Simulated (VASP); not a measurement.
# C3N (Fm-3m) in VASP: a series of runs, part 2 of 2

VASP 6.6.1. The steps go on from the part before.

### 4 Single point, PBE

This run uses another cell than the first one, of 6.82 Å³/atom, 0.993 times its volume.

Input file INCAR:

```
SYSTEM = C3N
PREC = Accurate ; ENCUT = 520
EDIFF = 1E-6 ; ISMEAR = 0
SIGMA = 0.1 ; LREAL = .FALSE.
LASPH = .TRUE. ; NELM = 80
ALGO = Normal ; ISIF = 2
LWAVE = .FALSE. ; LCHARG = .FALSE.
GGA = PE ; NBANDS = 16
```

Input file KPOINTS:

```
Automatic mesh
0
G
  16 16 16
  0 0 0
```

Input file POSCAR:

```
C3N
1.0
    0.0000000000      2.3898647306      2.3898647306
    2.3898647306      0.0000000000      2.3898647306
    2.3898647306      2.3898647306      0.0000000000
C N
3 1
Direct
    0.2500000000      0.2500000000      0.2500000000
    0.7500000000      0.7500000000      0.7500000000
    0.5000000000      0.5000000000      0.5000000000
    0.0000000000      0.0000000000      0.0000000000
```

Potentials or basis: VASP PAW PBE potentials, release 64 (C, N).

Run with:

```console
cat potpaw_PBE.64/C/POTCAR potpaw_PBE.64/N/POTCAR > POTCAR
mpirun -np 1 vasp_std > vasp.out
```

OUTCAR:

```text
SYSTEM = C3N
   PREC = Accurate
   ENCUT = 520
   EDIFF = 1E-6
   ISMEAR = 0
   LREAL = .FALSE.
   LASPH = .TRUE.
   NELM = 80
   ISIF = 2
   GGA = PE

 ion  position               nearest neighbor table
   1  0.250  0.250  0.250-   3 2.07   3 2.07   3 2.07   3 2.07
   2  0.750  0.750  0.750-   3 2.07   3 2.07   3 2.07   3 2.07
   3  0.500  0.500  0.500-   1 2.07   2 2.07   1 2.07   1 2.07   1 2.07   2 2.07   2 2.07   2 2.07

   4  0.000  0.000  0.000-

  LATTYP: Found a face centered cubic cell.
 ALAT       =     4.7797294612

  Lattice vectors:

 A1 = (   0.0000000000,   2.3898647306,   2.3898647306)
 A2 = (   2.3898647306,   0.0000000000,   2.3898647306)
 A3 = (   2.3898647306,   2.3898647306,   0.0000000000)

Analysis of symmetry for initial positions (statically):
=====================================================================
 Subroutine PRICEL returns:
 Original cell was already a primitive cell.

 Routine SETGRP: Setting up the symmetry group for a
 face centered cubic supercell.

 Subroutine GETGRP returns: Found 48 space group operations
 (whereof 48 operations were pure point group operations)
 out of a pool of 48 trial point group operations.

The static configuration has the point symmetry O_h .

Analysis of symmetry for dynamics (positions and initial velocities):
=====================================================================
 Subroutine PRICEL returns:
 Original cell was already a primitive cell.

 Routine SETGRP: Setting up the symmetry group for a
 face centered cubic supercell.

 Subroutine GETGRP returns: Found 48 space group operations
 (whereof 48 operations were pure point group operations)
 out of a pool of 48 trial point group operations.

The dynamic configuration has the point symmetry O_h .

 Subroutine INISYM returns: Found 48 space group operations
 (whereof 48 operations are pure point group operations),
 and found     1 'primitive' translations

[... 114 lines left out ...]
   EFERMI_NEDOS =   21; number of points for ismear=-14 and -15
   IALGO  =     38    algorithm
   IMIX   =      4    mixing-type and parameters
     AMIX     =   0.40;   BMIX     =  1.00
     AMIX_MAG =   1.60;   BMIX_MAG =  1.00
  volume/ion in A,a.u.               =       6.82        46.06
  Fermi-wavevector in a.u.,A,eV,Ry     =   1.398002  2.641841 26.591360  1.954410
  Thomas-Fermi vector in A             =   2.521203
   LORBIT       =      0    0 simple, 1 ext, 2 COOP (PROOUT), +10 PAW based schemes
   GGA     = PE    functional components
   LHFCALC =     F    Hartree Fock is set to
   AEXX    =    0.0000 exact exchange contribution
   IVDW    =     0    specifies the selected vdW correction
   LEPSILON=     F    determine dielectric tensor
   LRPA    =     F    only Hartree local field effects (RPA)
 non-spin polarized calculation
 Gauss-broadening in eV      SIGMA  =   0.10
  energy-cutoff  :      520.00
  volume of cell :       27.30
 maximum number of plane-waves:       754
 NGX is ok and might be reduce to    28
   NGX = 13   NGY = 13   NGZ = 13

 number of electron      17.0000000 magnetization

 Free energy of the ion-electron system (eV)
  ---------------------------------------------------
  ext. energy  EPLUGINS =         0.00000000
  ---------------------------------------------------
  free energy    TOTEN  =       -18.80272985 eV

  energy without entropy =      -18.79306090  energy(sigma->0) =      -18.79789537

 E-fermi :   7.8203     XC(G=0): -13.0567

 val. band max:        7.8161770312   @ k =   0.5000   0.3750   0.0000
 cond. band min:       7.8287618882   @ k =   0.3750   0.3125   0.0000
 fundamental gap:      0.0125848570
 Fermi energy:         7.8202937744

 k-point     1 :       0.0000    0.0000    0.0000
  band No.  band energies     occupation
      1     -12.1800      2.00000
      2      -0.9925      2.00000
      3       2.9248      2.00000
      4       4.0384      2.00000
      5       4.0384      2.00000
      6       4.0384      2.00000
[... 433 lines left out ...]
      3       1.8388      2.00000
      4       3.1614      2.00000
      5       3.6287      2.00000
      6       4.1026      2.00000
[... 8 lines left out ...]
     15      15.5073      0.00000
     16      15.6542      0.00000

 [... further k-points ...]
[... 5 lines left out ...]
  --------------------------------------------------------------------------------------
  -------------------------------------------------------------------------------------
  Total       -0.0051028     -0.0051028     -0.0051028      0.0000000      0.0000000     -0.0000000
  in kB       -0.2994830     -0.2994830     -0.2994830      0.0000000      0.0000000     -0.0000000
  external PRESSURE =      -0.2994830 kB  Pullay stress =       0.0000000 kB

 VOLUME and BASIS-vectors are now :
 -----------------------------------------------------------------------------
  energy-cutoff  :      520.00
  volume of cell :       27.30
      direct lattice vectors                 reciprocal lattice vectors
     0.000000000  2.389864731  2.389864731    -0.209216862  0.209216862  0.209216862
     2.389864731  0.000000000  2.389864731     0.209216862 -0.209216862  0.209216862
     2.389864731  2.389864731  0.000000000     0.209216862  0.209216862 -0.209216862

 POSITION                                       TOTAL-FORCE (eV/Angst)
 -----------------------------------------------------------------------------------
      1.19493      1.19493      1.19493        -0.000000     -0.000000     -0.000000
      3.58480      3.58480      3.58480         0.000000      0.000000      0.000000
      2.38986      2.38986      2.38986        -0.000000      0.000000     -0.000000
      0.00000      0.00000      0.00000        -0.000000      0.000000     -0.000000
 -----------------------------------------------------------------------------------
    total drift:                                0.000000     -0.000000      0.000000

  FREE ENERGIE OF THE ION-ELECTRON SYSTEM (eV)
  ---------------------------------------------------
  free  energy   TOTEN  =       -18.8027298454 eV

  energy  without entropy=      -18.7930609029  energy(sigma->0) =      -18.79789537
```

stdout:

```text
POSCAR found type information on POSCAR C N
 POSCAR found :  2 types and       4 ions
 scaLAPACK will be used
 LDA part: xc-table for (Slater+PW92), standard interpolation
 POSCAR, INCAR and KPOINTS ok, starting setup
 FFT: planning ... GRIDC
 FFT: planning ... GRID_SOFT
 FFT: planning ... GRID
 WAVECAR not read
 entering main loop
```

Run time: 49 s. Hardware: 1 thread of Intel Xeon Platinum 8488C (Sapphire Rapids), shared host; peak memory 0.18 GiB.

Results:

```yaml
Free_energy: -18.8027 eV
Pressure: 0.0 GPa
```

### 5 Relaxation of cell and atoms, PBE

Input file INCAR:

```
PREC = Accurate ; ENCUT = 600
EDIFF = 1E-7 ; ISMEAR = 0
SIGMA = 0.1 ; LREAL = F
LASPH = T ; NELM = 60
ALGO = Normal ; ISIF = 3
LWAVE = F ; LCHARG = F
GGA = PE ; IBRION = 2
NSW = 100 ; EDIFFG = -0.01
```

Input file KPOINTS:

```
Automatic mesh
0
Gamma
  16 16 16
```

Input file POSCAR:

```
C3N
1.0
    0.0000000000      2.3954591850      2.3954591850
    2.3954591850      0.0000000000      2.3954591850
    2.3954591850      2.3954591850      0.0000000000
C N
3 1
Direct
    0.2500000000      0.2500000000      0.2500000000
    0.7500000000      0.7500000000      0.7500000000
    0.5000000000      0.5000000000      0.5000000000
    0.0000000000      0.0000000000      0.0000000000
```

Run with:

```console
cat potpaw_PBE.64/C/POTCAR potpaw_PBE.64/N/POTCAR > POTCAR
mpirun -np 1 vasp_std > vasp.out
```

Wall time 3.2 min (1 thread of Intel Xeon Platinum 8488C (Sapphire Rapids), shared host); peak memory 0.19 GiB.

Results (log left out):

| Item | Value |
| --- | --- |
| Free energy | -18.8062 eV |
| Relaxed volume | 6.80 Å³/atom |
| Relaxed cell | a = 3.375 Å, b = 3.375 Å, c = 3.375 Å, α = 60.00°, β = 60.00°, γ = 60.00° |
| Space group after relaxing (to 0.05 Å) | Fm-3m (No. 225) |
| Energy gained by relaxing | 0.4 meV/atom |
| Ionic steps | 2 |
| Pressure after relaxing | 0.1 GPa |

The path:
```
step  energy change (eV)  largest force (eV/Å)  pressure (GPa)  volume (Å³)
   1              0.0000                0.0000           -1.75        27.49
   2             -0.0015                0.0000            0.14        27.19
```

Final structure:
```
C N
1.0
     0.00000    2.38676    2.38676
     2.38676    0.00000    2.38676
     2.38676    2.38676    0.00000
C N
3 1
Direct
  0.25000 0.25000 0.25000
  0.75000 0.75000 0.75000
  0.50000 0.50000 0.50000
  0.00000 0.00000 0.00000
```

Levels at points of the mesh, in eV from the Fermi level:
| k point | band 6 | band 7 | band 8 | band 9 | band 10 | band 11 | band 12 |
| --- | --- | --- | --- | --- | --- | --- | --- |
| (0.00, 0.00, 0.00) | -3.80 | -2.76 | -2.76 | -2.76 | -1.67 | -1.67 | -1.67 |
| (0.50, 0.00, 0.00) | -5.20 | -4.38 | -4.38 | 0.73 | 1.23 | 3.60 | 3.60 |
| (0.50, 0.50, 0.00) | -8.39 | 1.54 | 1.54 | 1.85 | 3.17 | 3.17 | 3.21 |

Caveat: the bands computed are all filled at some k points, so no gap is given.

### 6 Overview

| task | cell | k mesh | cutoff (eV) | gap on the mesh (eV) | pressure (GPa) | relaxed volume (Å³/atom) |
| --- | --- | --- | --- | --- | --- | --- |
| single point | a = 3.388 Å, angles 60.0°, 4 atoms | 6 × 6 × 6 | 520 | none | 0.0 | - |
| relaxation of cell and atoms | relaxed from a = 4.137 Å, angles 60.0°, 4 atoms | 6 × 6 × 6 | 600 | - | -0.3 | 6.89 |
| single point | a = 3.380 Å, angles 60.0°, 4 atoms | 16 × 16 × 16 | 520 | none | 0.0 | - |
| relaxation of cell and atoms | relaxed from a = 3.388 Å, angles 60.0°, 4 atoms | 16 × 16 × 16 | 600 | - | 0.1 | 6.80 |

Alike in all rows: level PBE; potentials or basis VASP PAW PBE potentials, release 64 (C, N); no spin polarisation; smearing gaussian 0.1 eV.

Caveats: some runs use coarse meshes; the bands computed are all filled at some k points, so no gap is given (some runs); the volume moved by over 15 % at a fixed basis, so the end points are rough (some runs).

Absolute energies hang on the potentials; compare differences alone.
